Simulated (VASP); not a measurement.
Crystal: Hf2S.

```
Hf S
1.0
     3.37427    0.00000    0.00000
    -1.68714    2.92221    0.00000
     0.00000    0.00000   11.71741
Hf S
4 2
Direct
  0.66667 0.33333 0.89981
  0.33333 0.66667 0.39981
  0.66667 0.33333 0.60019
  0.33333 0.66667 0.10019
  0.00000 0.00000 0.75000
  0.00000 0.00000 0.25000
```

Base run:

* Program: VASP 6.6.1
* Functional: PBEsol
* Potentials or basis: VASP PAW PBE potentials, release 64 (Hf_pv, S)
* Cutoff: 520 eV
* k mesh: 12 × 12 × 4
* Occupations: fermi-dirac, width 0.5 eV
* Spin: no spin polarisation

Its results: band gap on the k mesh zero (bands 26 and 27 overlap by 0.90 eV); pressure -1.9 GPa; largest force 0.602 eV/Å.

Question: The run is repeated on the same cell with these changes: occupations from fermi-dirac, width 0.5 eV to methfessel-paxton, width 0.01 eV. What comes out?

Answer: Band gap on the k mesh zero (bands 26 and 27 overlap by 0.92 eV); pressure -3.3 GPa; largest force 0.233 eV/Å.

Caveats: the PAW data sets were made with another functional, which shifts forces and pressure a little; spin-orbit coupling is left out, which moves the levels of the heavy elements; so wide a smearing shifts energies and pressures (at least some runs); the cell stands under tension (at least some runs).
